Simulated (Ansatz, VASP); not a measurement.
# Two plane-wave programs on Y

```xyz
2
Lattice="3.6813 0.0000 0.0000 -1.8407 3.1881 0.0000 0.0000 0.0000 5.7144" Properties=species:S:1:pos:R:3 pbc="T T T"
Y     0.0000    2.1254    1.4286
Y     1.8407    1.0627    4.2858
```

Alike in both runs: functional r2SCAN; k mesh 16 × 16 × 8; occupations fermi-dirac, width 0.08 eV; no spin polarisation.

Ansatz relaxed the structure, and its values are those at the end. VASP's run is a single point on that final structure, the one shown.

```csv
,VASP,Ansatz
version,VASP 6.6.1,Ansatz 0.2.0
potentials or method,"VASP PAW PBE potentials, release 64 (Y_sv)","PAW with Ansatz's default frozen-core files, scalar-relativistic"
plane-wave cutoff (eV),520,500
valence electrons in the cell,22,22
```

```csv
,VASP,Ansatz,Ansatz less VASP
pressure (GPa),0.0,0.0,0.00
```

VASP's potentials were made for PBE, not for r2SCAN. With one functional, cell and mesh, what is left measures potentials, basis and numerics.
